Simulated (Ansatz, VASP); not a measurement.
**Nb in VASP and in Ansatz**

INCAR

```
SYSTEM = Nb
PREC = Accurate
ENCUT = 520
EDIFF = 1E-6
ISMEAR = -1
SIGMA = 0.08
LREAL = .FALSE.
LASPH = .TRUE.
NELM = 80
ALGO = Normal
ISIF = 2
LWAVE = .FALSE.
LCHARG = .TRUE.
GGA = PE
LELF = .TRUE.
LVHAR = .TRUE.
NBANDS = 20
```

Contents of KPOINTS:

```
Automatic mesh
0
G
  13 13 13
  0 0 0
```

POSCAR

```
Nb
1.0
    0.0000000000      2.9553790826      2.9553790826
    2.9553790826      0.0000000000      2.9553790826
    2.9553790826      2.9553790826      0.0000000000
Nb
2
Direct
   -0.1250000000     -0.1250000000     -0.1250000000
    0.1250000000      0.1250000000      0.1250000000
```

Input for Ansatz:

```yaml
crystal:
  lattice:
    - [0.0, 2.9553790826, 2.9553790826]
    - [2.9553790826, 0.0, 2.9553790826]
    - [2.9553790826, 2.9553790826, 0.0]
  atoms:
    - { symbol: Nb, position: [-0.125, -0.125, -0.125] }
    - { symbol: Nb, position: [0.125, 0.125, 0.125] }
kpoints:
  mp_grid: { grid: [13, 13, 13] }
  band_path:
    path:
      - [0.0, 0.0, 0.0]
      - [0.5, 0.0, 0.5]
      - [0.625, 0.25, 0.625]
      - [0.375, 0.375, 0.75]
      - [0.0, 0.0, 0.0]
      - [0.5, 0.5, 0.5]
      - [0.5, 0.25, 0.75]
      - [0.5, 0.0, 0.5]
    npoints: 14
scf:
  occupations: { method: fermi_dirac, width: 0.08 }
hamiltonian:
  xc: pbe
  pseudopotentials: { kind: all_electron, lapw: { basis_error: 0.001 } }
output:
  forces: true
  stress: true
  eigenvalues: true
  populations: true
  dos: { projected: true, de: 0.2, e_range: [-14, 8] }
```

Alike in both runs: task single point; functional PBE; k mesh 13 × 13 × 13; occupations fermi-dirac, width 0.08 eV; no spin polarisation.

```csv
,VASP,Ansatz
version,VASP 6.6.1,Ansatz 0.2.0
potentials or method,"VASP PAW PBE potentials, release 64 (Nb_sv), cutoff 520 eV","all-electron LAPW, scalar-relativistic"
```

```csv
,VASP,Ansatz,Ansatz less VASP
pressure (GPa),0.0,0.0,+0.01
```

Ansatz ran all-electron here, and VASP with PAW potentials.
